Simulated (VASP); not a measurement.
Wanted: the native input for a VASP 6.6.1 run.

```yaml
Task: single point
Functional: PBE
Potentials_or_basis: VASP PAW PBE potentials, release 64 (Sb)
Cutoff: 520 eV
k_mesh: 14 × 14 × 14
Occupations: fermi-dirac, width 0.1 eV
Spin: no spin polarisation
Dipole_correction: no
Further_INCAR_settings: ALGO = Normal; EDIFF = 1e-07; NBANDS = 12
```

The structure of Sb lies in POSCAR:

```
Sb
1.0
    2.2721344486      1.3118174355      3.9911236635
   -2.2721344486      1.3118174355      3.9911236635
    0.0000000000     -2.6236348710      3.9911236635
Sb
2
Direct
    0.2326797760      0.2326797760      0.2326797760
    0.7673202240      0.7673202240      0.7673202240
```

These files were run (other wordings do the same):

INCAR

```
SYSTEM = Sb
PREC = Accurate
ENCUT = 520
EDIFF = 1E-7
ISMEAR = -1
SIGMA = 0.1
LREAL = .False.
LASPH = .True.
NELM = 100
ALGO = Normal
ISIF = 2
LWAVE = .False.
LCHARG = .False.
GGA = PE
NBANDS = 12
```

KPOINTS

```
Automatic mesh
0
Gamma
  14 14 14
  0 0 0
```

Potentials or basis: VASP PAW PBE potentials, release 64 (Sb).

Command:

```console
$ cat potpaw_PBE.64/Sb/POTCAR > POTCAR
$ mpirun -np 1 vasp_std > vasp.out
```

Results of the run:

```json
{
 "Pressure": "-4.4 GPa",
 "Largest force": "0.455 eV/Å",
 "Band gap on the k mesh": "zero (bands 5 and 6 overlap by 0.12 eV)"
}
```

Caveat: the cell stands under tension; spin-orbit coupling is left out, which moves the levels of the heavy elements.

Run time: 2.6 min on 1 thread of AMD EPYC 7R13 Processor (Zen 3), on a shared host, peak memory 0.32 GiB.
